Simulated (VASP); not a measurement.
# Ta (P6/mmm) in VASP: notebook

The runs below take Ta through single point, with PBE.

Everything below comes from runs of VASP 6.6.1. Logs are shortened: lines on timing, memory, paths and dates and some standing lists are left out, and cuts for length are marked.

## 1. The cell of the first run

The structure is hexagonal, space group P6/mmm (No. 191). Conventional cell: a = 4.724 Å, b = 4.724 Å, c = 2.662 Å, α = 90.00°, β = 90.00°, γ = 120.00°. Within 3.5 Å of Ta (site symmetry 6/mmm) lie 14 Ta at 2.66 to 3.03 Å. Ta (site symmetry -6m2) has 11 Ta at 2.66 to 3.03 Å within 3.5 Å.

This isn't the form of Ta at room conditions, which is bcc.

## 2. Single point, PBE

INCAR

```
SYSTEM = Ta
  ALGO = Normal
  EDIFF = 1E-6
  ENCUT = 520
  GGA = PE
  ISIF = 2
  ISMEAR = -1
  LASPH = .True.
  LCHARG = .False.
  LREAL = .False.
  LWAVE = .False.
  NBANDS = 24
  NELM = 100
  PREC = Accurate
  SIGMA = 0.05
```

KPOINTS

```
k-points
0
Gamma
  9 9 12
  0 0 0
```

POSCAR

```
Ta
1.0
    4.7240280659      0.0000000000      0.0000000000
   -2.3620140329      4.0911283133      0.0000000000
    0.0000000000      0.0000000000      2.6623630621
Ta
3
Direct
    0.0000000000      0.0000000000      0.0000000000
    0.3333333333      0.6666666667      0.5000000000
    0.6666666667      0.3333333333      0.5000000000
```

Potentials or basis: VASP PAW PBE potentials, release 64 (Ta_pv).

Command:

```console
$ cat potpaw_PBE.64/Ta_pv/POTCAR > POTCAR
$ mpirun -np 1 vasp_std > vasp.out
```

OUTCAR:

```text
SYSTEM = Ta
   EDIFF = 1E-6
   ENCUT = 520
   GGA = PE
   ISIF = 2
   ISMEAR = -1
   LASPH = .True.
   LREAL = .False.
   NELM = 100
   PREC = Accurate

 ion  position               nearest neighbor table
   1  0.000  0.000  0.000-   2 3.03   3 3.03   2 3.03   3 3.03   3 3.03   3 3.03   2 3.03   2 3.03
                             3 3.03   3 3.03   2 3.03   2 3.03
   2  0.333  0.667  0.500-   3 2.73   3 2.73   3 2.73   1 3.03   1 3.03   1 3.03   1 3.03   1 3.03
                             1 3.03
   3  0.667  0.333  0.500-   2 2.73   2 2.73   2 2.73   1 3.03   1 3.03   1 3.03   1 3.03   1 3.03
                             1 3.03

  LATTYP: Found a hexagonal cell.
 ALAT       =     4.7240280659
 C/A-ratio  =     0.5635790103

  Lattice vectors:

 A1 = (   4.7240280659,   0.0000000000,   0.0000000000)
 A2 = (  -2.3620140329,   4.0911283133,   0.0000000000)
 A3 = (   0.0000000000,   0.0000000000,   2.6623630621)

Analysis of symmetry for initial positions (statically):
=====================================================================
 Subroutine PRICEL returns:
 Original cell was already a primitive cell.

 Routine SETGRP: Setting up the symmetry group for a
 hexagonal supercell.

 Subroutine GETGRP returns: Found 24 space group operations
 (whereof 24 operations were pure point group operations)
 out of a pool of 24 trial point group operations.

The static configuration has the point symmetry D_6h.

Analysis of symmetry for dynamics (positions and initial velocities):
=====================================================================
 Subroutine PRICEL returns:
 Original cell was already a primitive cell.

 Routine SETGRP: Setting up the symmetry group for a
 hexagonal supercell.

 Subroutine GETGRP returns: Found 24 space group operations
 (whereof 24 operations were pure point group operations)
 out of a pool of 24 trial point group operations.

The dynamic configuration has the point symmetry D_6h.

 Subroutine INISYM returns: Found 24 space group operations
 (whereof 24 operations are pure point group operations),
 and found     1 'primitive' translations

----------------------------------------------------------------------------------------

                                     Primitive cell

  volume of cell :      51.4544

  direct lattice vectors                    reciprocal lattice vectors
     4.724028066  0.000000000  0.000000000     0.211683755  0.122215673  0.000000000
    -2.362014033  4.091128313  0.000000000     0.000000000  0.244431346  0.000000000
     0.000000000  0.000000000  2.662363062     0.000000000  0.000000000  0.375606173

  length of vectors
     4.724028066  4.724028066  2.662363062     0.244431346  0.244431346  0.375606173

  position of ions in fractional coordinates (direct lattice)
     0.000000000  0.000000000  0.000000000
     0.333333333  0.666666667  0.500000000
     0.666666667  0.333333333  0.500000000

  ion indices of the primitive-cell ions
   primitive index   ion index
                 1           1
                 2           2
                 3           3

----------------------------------------------------------------------------------------

 KPOINTS: k-points

Automatic generation of k-mesh.
 Grid dimensions read from file:
 generate k-points for:    9    9   12

 Generating k-lattice:

  Cartesian coordinates                     Fractional coordinates (reciprocal lattice)
     0.023520417  0.013579519  0.000000000     0.111111111 -0.000000000  0.000000000
     0.000000000  0.027159038  0.000000000     0.000000000  0.111111111  0.000000000
     0.000000000  0.000000000  0.031300514     0.000000000  0.000000000  0.083333333

  Length of vectors
     0.027159038  0.027159038  0.031300514

  Shift w.r.t. Gamma in fractional coordinates (k-lattice)
     0.000000000  0.000000000  0.000000000

 Subroutine IBZKPT returns following result:
 ===========================================

 Found     84 irreducible k-points:

 Following reciprocal coordinates:
            Coordinates               Weight
  0.000000  0.000000  0.000000      1.000000
  0.111111 -0.000000  0.000000      6.000000
  0.222222 -0.000000  0.000000      6.000000
  0.333333  0.000000  0.000000      6.000000
  0.444444 -0.000000  0.000000      6.000000
  0.111111  0.111111  0.000000      6.000000
[... 16 lines left out ...]
  0.333333  0.222222  0.083333     24.000000
  0.333333  0.333333  0.083333      4.000000
 [... further k-points ...]
   k-points           NKPTS =     84   k-points in BZ     NKDIM =     84   number of bands    NBANDS=     24
   number of dos      NEDOS =    301   number of ions     NIONS =      3
   total plane-waves  NPLWV =  25920
   dimension x,y,z NGX =    36 NGY =   36 NGZ =   20
   dimension x,y,z NGXF=    72 NGYF=   72 NGZF=   40
   ions per type =               3
   NGX,Y,Z   is equivalent  to a cutoff of  12.67, 12.67, 12.49 a.u.
   NGXF,Y,Z  is equivalent  to a cutoff of  25.34, 25.34, 24.98 a.u.
 SYSTEM =  Ta
   PREC   = accura    normal or accurate (medium, high low for compatibility)
   ISTART =      0    job   : 0-new  1-cont  2-samecut
   ICHARG =      2    charge: 1-file 2-atom 10-const
   ISPIN  =      1    spin polarized calculation?
   LNONCOLLINEAR =      F non collinear calculations
   LSORBIT =      F    spin-orbit coupling
   LASPH  =      T    aspherical Exc in radial PAW
   ENCUT  =  520.0 eV  38.22 Ry    6.18 a.u.   8.78  8.78  4.95*2*pi/ulx,y,z
   NELM   =    100;   NELMIN=  2; NELMDL= -5     # of ELM steps
   EDIFF  = 0.1E-05   stopping-criterion for ELM
   LREAL  =      F    real-space projection
   EDIFFG = 0.1E-04   stopping-criterion for IOM
   NSW    =      0    number of steps for IOM
   IBRION =     -1    ionic relax: 0-MD 1-quasi-New 2-CG
   NFREE  =      0    steps in history (QN), initial steepest desc. (CG)
   ISIF   =      2    stress and relaxation
   ISYM   =      2    0-nonsym 1-usesym 2-fastsym
   POTIM  = 0.5000    time-step for ionic-motion
   TEBEG  =    0.0;   TEEND  =   0.0 temperature during run
   PSTRESS=    0.0 pullay stress
   NELECT =      33.0000    total number of electrons
   NUPDOWN=      -1.0000    fix difference up-down
   EMIN   =  10.00;   EMAX   =-10.00  energy-range for DOS
   EFERMI =   0.00;   METHOD = LEGACY
   ISMEAR =    -1;   SIGMA  =   0.05  broadening in eV -4-tet -1-fermi 0-gaus
   EFERMI_NEDOS =   21; number of points for ismear=-14 and -15
   IALGO  =     38    algorithm
   IMIX   =      4    mixing-type and parameters
     AMIX     =   0.40;   BMIX     =  1.00
     AMIX_MAG =   1.60;   BMIX_MAG =  1.00
  volume/ion in A,a.u.               =      17.15       115.74
  Fermi-wavevector in a.u.,A,eV,Ry     =   1.411796  2.667907 27.118686  1.993167
  Thomas-Fermi vector in A             =   2.533610
   LORBIT       =      0    0 simple, 1 ext, 2 COOP (PROOUT), +10 PAW based schemes
   GGA     = PE    functional components
   LHFCALC =     F    Hartree Fock is set to
   AEXX    =    0.0000 exact exchange contribution
   IVDW    =     0    specifies the selected vdW correction
   LEPSILON=     F    determine dielectric tensor
   LRPA    =     F    only Hartree local field effects (RPA)
 non-spin polarized calculation
  energy-cutoff  :      520.00
  volume of cell :       51.45
 maximum number of plane-waves:      1438
 NGX is ok and might be reduce to    36
   NGX = 17   NGY = 17   NGZ =  9

 number of electron      32.9999992 magnetization

 Free energy of the ion-electron system (eV)
  ---------------------------------------------------
  ext. energy  EPLUGINS =         0.00000000
  ---------------------------------------------------
  free energy    TOTEN  =       -34.52840492 eV

  energy without entropy =      -34.49915938  energy(sigma->0) =      -34.51378215

 E-fermi :   6.1936     XC(G=0): -12.8566

 val. band max:        6.1855367915   @ k =   0.3333   0.0000   0.2500
 cond. band min:       6.2025723105   @ k =   0.2222  -0.0000   0.4167
 fundamental gap:      0.0170355190
 Fermi energy:         6.1935644046

 k-point     1 :       0.0000    0.0000    0.0000
  band No.  band energies     occupation
      1     -28.1206      2.00000
      2     -28.1206      2.00000
      3     -27.8353      2.00000
      4     -27.8353      2.00000
      5     -27.0683      2.00000
      6     -27.0683      2.00000
[... 16 lines left out ...]
     23       9.7404      0.00000
     24      13.3712      0.00000

 k-point     2 :       0.1111   -0.0000    0.0000
  band No.  band energies     occupation
      1     -28.1755      2.00000
      2     -28.1485      2.00000
      3     -27.7687      2.00000
      4     -27.7561      2.00000
      5     -27.1232      2.00000
      6     -27.0781      2.00000
[... 16 lines left out ...]
     23      10.3330      0.00000
     24      13.0033      0.00000

 k-point     3 :       0.2222   -0.0000    0.0000
  band No.  band energies     occupation
      1     -28.2676      2.00000
      2     -28.1583      2.00000
      3     -27.6427      2.00000
      4     -27.6047      2.00000
      5     -27.2731      2.00000
      6     -27.1076      2.00000
[... 16 lines left out ...]
     23      11.0748      0.00000
     24      12.1479      0.00000

 k-point     4 :       0.3333    0.0000    0.0000
  band No.  band energies     occupation
      1     -28.3420      2.00000
      2     -28.0973      2.00000
      3     -27.5161      2.00000
      4     -27.5149      2.00000
      5     -27.4325      2.00000
      6     -27.1546      2.00000
[... 16 lines left out ...]
     23      11.4870      0.00000
     24      11.7755      0.00000

 k-point     5 :       0.4444   -0.0000    0.0000
  band No.  band energies     occupation
      1     -28.3821      2.00000
      2     -27.9722      2.00000
      3     -27.7075      2.00000
      4     -27.4216      2.00000
      5     -27.3699      2.00000
      6     -27.2057      2.00000
[... 451 lines left out ...]
 k-point    22 :       0.2222    0.2222    0.0833
  band No.  band energies     occupation
      1     -28.2633      2.00000
      2     -28.1288      2.00000
      3     -27.6172      2.00000
      4     -27.4217      2.00000
      5     -27.4211      2.00000
      6     -27.1499      2.00000
[... 16 lines left out ...]
     23      11.6473      0.00000
     24      11.7647      0.00000

 k-point    23 :       0.3333    0.2222    0.0833
  band No.  band energies     occupation
      1     -28.2636      2.00000
      2     -28.0345      2.00000
      3     -27.8117      2.00000
      4     -27.3670      2.00000
      5     -27.3575      2.00000
      6     -27.1690      2.00000
[... 16 lines left out ...]
     23      11.1893      0.00000
     24      11.9591      0.00000

 k-point    24 :       0.3333    0.3333    0.0833
  band No.  band energies     occupation
      1     -28.2207      2.00000
      2     -27.9655      2.00000
      3     -27.9655      2.00000
      4     -27.3434      2.00000
      5     -27.3434      2.00000
      6     -27.1649      2.00000
[... 16 lines left out ...]
     23      10.7238      0.00000
     24      11.4970      0.00000

 [... further k-points ...]

------------------------ aborting loop because EDIFF is reached ----------------------------------------

  FORCE on cell =-STRESS in cart. coord.  units (eV):
  Direction    XX          YY          ZZ          XY          YZ          ZX
  --------------------------------------------------------------------------------------
  -------------------------------------------------------------------------------------
  Total        5.8103109      5.8103109      5.8465578      0.0000000     -0.0000000      0.0000000
  in kB      180.9202201    180.9202201    182.0488670      0.0000000     -0.0000000      0.0000000
  external PRESSURE =     181.2964357 kB  Pullay stress =       0.0000000 kB

 VOLUME and BASIS-vectors are now :
 -----------------------------------------------------------------------------
  energy-cutoff  :      520.00
  volume of cell :       51.45
      direct lattice vectors                 reciprocal lattice vectors
     4.724028066  0.000000000  0.000000000     0.211683755  0.122215673  0.000000000
    -2.362014033  4.091128313  0.000000000     0.000000000  0.244431346  0.000000000
     0.000000000  0.000000000  2.662363062     0.000000000  0.000000000  0.375606173

 POSITION                                       TOTAL-FORCE (eV/Angst)
 -----------------------------------------------------------------------------------
      0.00000      0.00000      0.00000        -0.000000      0.000000     -0.000000
     -0.00000      2.72742      1.33118         0.000000     -0.000000      0.000000
      2.36201      1.36371      1.33118        -0.000000      0.000000     -0.000000
 -----------------------------------------------------------------------------------
    total drift:                                0.000000      0.000000     -0.000000

  FREE ENERGIE OF THE ION-ELECTRON SYSTEM (eV)
  ---------------------------------------------------
  free  energy   TOTEN  =       -34.5284049156 eV

  energy  without entropy=      -34.4991593791  energy(sigma->0) =      -34.51378215
```

It took 1.7 min on 1 thread of Intel Xeon 8259CL, shared host; peak memory 0.22 GiB.

What came out:

```yaml
Free_energy: -34.5284 eV
Pressure: 18.1 GPa
Band_gap_on_the_k_mesh: zero (an odd number of electrons rules out a gap without spin polarisation)
```

Caveat: the cell stands under pressure; spin-orbit coupling is left out, which moves the levels of the heavy elements.

(Continued in part 2 of 2.)
